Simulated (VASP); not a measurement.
Write the native input for VASP 6.6.1 that does the following.

- Task: single point
- Functional: LDA
- Potentials or basis: VASP PAW LDA potentials, release 64 (Cs_sv, Cd, Cl)
- Cutoff: 520 eV
- k mesh: 6 × 6 × 6
- Occupations: gaussian, width 0.05 eV
- Spin: no spin polarisation
- Dipole correction: no
- Further INCAR settings: ALGO = Normal; EDIFF = 1e-07; NBANDS = 29

The structure of CsCdCl3 lies in POSCAR:

```
CsCdCl3
1.0
    5.2000000000      0.0000000000      0.0000000000
    0.0000000000      5.2000000000      0.0000000000
    0.0000000000      0.0000000000      5.2000000000
Cs Cd Cl
1 1 3
Direct
    0.0000000000      0.0000000000      0.0000000000
    0.5000000000      0.5000000000      0.5000000000
    0.0000000000      0.5000000000      0.5721153846
    0.5000000000      0.0000000000      0.5721153846
    0.5000000000      0.5000000000      0.0721153846
```

This cell differs from its parent crystal: all Cl atoms moved +0.375 Å, as atom 3 along Cartesian [0 0 1].

One way to write it, as run:

INCAR

```
  ALGO = Normal
  EDIFF = 1E-7
  ENCUT = 520
  ISIF = 2
  ISMEAR = 0
  LASPH = T
  LCHARG = F
  LREAL = F
  LWAVE = F
  NBANDS = 29
  NELM = 80
  PREC = Accurate
  SIGMA = 0.05
```

KPOINTS

```
k-points
0
Gamma
  6 6 6
```

Potentials or basis: VASP PAW LDA potentials, release 64 (Cs_sv, Cd, Cl).

The run is started by

```bash
$ cat potpaw_LDA.64/Cs_sv/POTCAR potpaw_LDA.64/Cd/POTCAR potpaw_LDA.64/Cl/POTCAR > POTCAR
$ mpirun -np 1 vasp_std > vasp.out
```

It gave:

* Pressure: 0.7 GPa
* Largest force: 2.805 eV/Å
* Band gap on the k mesh: 1.81 eV (least direct gap 2.21 eV)

Caveat: the cell differs from its parent crystal (all Cl atoms moved +0.375 Å, as atom 3 along Cartesian [0 0 1]); the stress differs along the axes, from -2 to 5 GPa; spin-orbit coupling is left out, which moves the levels of the heavy elements; forces of over 1 eV/Å act on the atoms, so gaps and moduli don't describe the material at rest.

Wall time 120 s on 1 thread of Intel(R) Xeon(R) 6975P-C (Granite Rapids) (shared host), peak memory 0.3 GiB.
